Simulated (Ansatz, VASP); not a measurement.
One calculation of ZrBr, two programs

```
Zr Br
1.0
     1.76907    1.02137    9.35700
    -1.76907    1.02137    9.35700
     0.00000   -2.04274    9.35700
Zr Br
2 2
Direct
  0.20920 0.20920 0.20920
  0.79080 0.79080 0.79080
  0.39170 0.39170 0.39170
  0.60830 0.60830 0.60830
```

Change from the starting cell: equal xx and yy strain of +1 %, PAW files.

Alike in both runs: task electric field gradients; functional LDA; k mesh 10 × 10 × 10; occupations fermi-dirac, width 0.02 eV; no spin polarisation.

```csv
,VASP,Ansatz
version,VASP 6.6.1,Ansatz 0.2.0
potentials or method,"VASP PAW LDA potentials, release 64 (Zr_sv, Br)","PAW with Ansatz's default frozen-core files, scalar-relativistic"
plane-wave cutoff (eV),520,420
valence electrons in the cell,38,38
```

Ansatz gave:

* pressure (GPa): -4.6
* traceless stress, the component that is largest in VASP (GPa): 0.28
* rms of the force components (eV/Å): 0.202
* size of Vzz on the site where it differs most (V/Å²): 13.9

Problem. Estimate VASP's values.

Solution. Pressure (GPa): -4.4; traceless stress, the component that is largest in VASP (GPa): 0.31; rms of the force components (eV/Å): 0.200; size of Vzz on the site where it differs most (V/Å²): 17.8.

LDA's correlation is that of Perdew and Zunger in VASP and of Perdew and Wang (1992) in Ansatz. Atom by atom the forces differ by 0.008 eV/Å (rms over components).
